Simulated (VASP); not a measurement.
Input of a VASP 6.6.1 run:

INCAR

```
SYSTEM = SnTe
ALGO = Normal ; EDIFF = 1E-8
ENCUT = 520 ; GGA = PS
IBRION = 8 ; ISIF = 2
ISMEAR = -1 ; LASPH = .TRUE.
LCHARG = .TRUE. ; LREAL = .FALSE.
LWAVE = .FALSE. ; NELM = 80
NSW = 1 ; PREC = Accurate
SIGMA = 0.05
```

File KPOINTS:

```
k-points
0
G
  5 5 5
  0 0 0
```

Contents of POSCAR:

```
SnTe
1.0
    0.0000000000      3.1508500000      3.1508500000
    3.1508500000      0.0000000000      3.1508500000
    3.1508500000      3.1508500000      0.0000000000
Te Sn
1 1
Direct
    0.5000000000      0.5000000000      0.5000000000
    0.0000000000      0.0000000000      0.0000000000
```

Potentials or basis: VASP PAW PBE potentials, release 64 (Te, Sn_d).

Run with:

```console
$ cat potpaw_PBE.64/Te/POTCAR potpaw_PBE.64/Sn_d/POTCAR > POTCAR
$ mpirun -np 1 vasp_std > vasp.out
```

Question: What does it give for the highest phonon frequency at Γ, LO-TO splitting left out?

Answer: 0 cm⁻¹.

Question: Predict the most unstable mode.

Answer: 36i cm⁻¹.

Phonon frequencies in cm⁻¹ (negative: imaginary):
| q point | frequencies |
| --- | --- |
| (0.000, 0.000, 0.000) | -36 -36 -36 0 0 0 |

Caveat: some modes are imaginary.
